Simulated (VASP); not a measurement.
MoS2: single point with PBEsol

MoS2, a slab with vacuum:

```
Mo S
1.0
     3.14073    0.00000    0.00000
    -1.57036    2.71995    0.00000
     0.00000    0.00000   28.01391
Mo S
3 6
Cartesian
  1.5704 0.9067 0.0000
  0.0000 1.8133 21.7257
  0.0000 1.8133 6.2882
  0.0000 1.8133 1.5593
  1.5704 0.9067 23.2851
  1.5704 0.9067 7.8463
  0.0000 1.8133 26.4546
  1.5704 0.9067 20.1677
  1.5704 0.9067 4.7288
```

```yaml
Program: VASP 6.6.1
Task: single point
Functional: PBEsol
Potentials_or_basis: VASP PAW PBE potentials, release 64 (Mo_sv, S)
Cutoff: 520 eV
k_mesh: 12 × 12 × 1
Occupations: gaussian, width 0.02 eV
Spin: no spin polarisation
```

* Largest force: 0.004 eV/Å
* Band gap on the k mesh: 1.20 eV (least direct gap 1.77 eV)

Forces in eV/Å, atoms in the order of the input:
```
Mo   0.000  0.000  0.000
Mo   0.000  0.000 -0.001
Mo   0.000  0.000  0.001
S    0.000  0.000  0.001
S    0.000  0.000  0.003
S    0.000  0.000  0.004
S    0.000  0.000 -0.001
S    0.000  0.000 -0.004
S    0.000  0.000 -0.003
```

Levels at points of the mesh, in eV from the valence-band top:
```
           k point  band 35  band 36  band 37  band 38  band 39  band 40  band 41  band 42  band 43  band 44
(0.00, 0.00, 0.00)    -1.93    -1.66    -0.82    -0.32     0.00     2.40     2.40     2.41     2.41     2.42
(0.50, 0.00, 0.00)    -1.36    -1.31    -1.19    -1.15    -1.13     1.92     1.93     1.94     2.34     2.44
```

It took 4 min on 1 thread of Intel(R) Xeon(R) Platinum 8488C (Sapphire Rapids) (shared host), peak memory 0.43 GiB.

Caveat: there is no dipole correction, which matters where the two faces differ; the PAW data sets were made with another functional, which shifts forces and pressure a little.
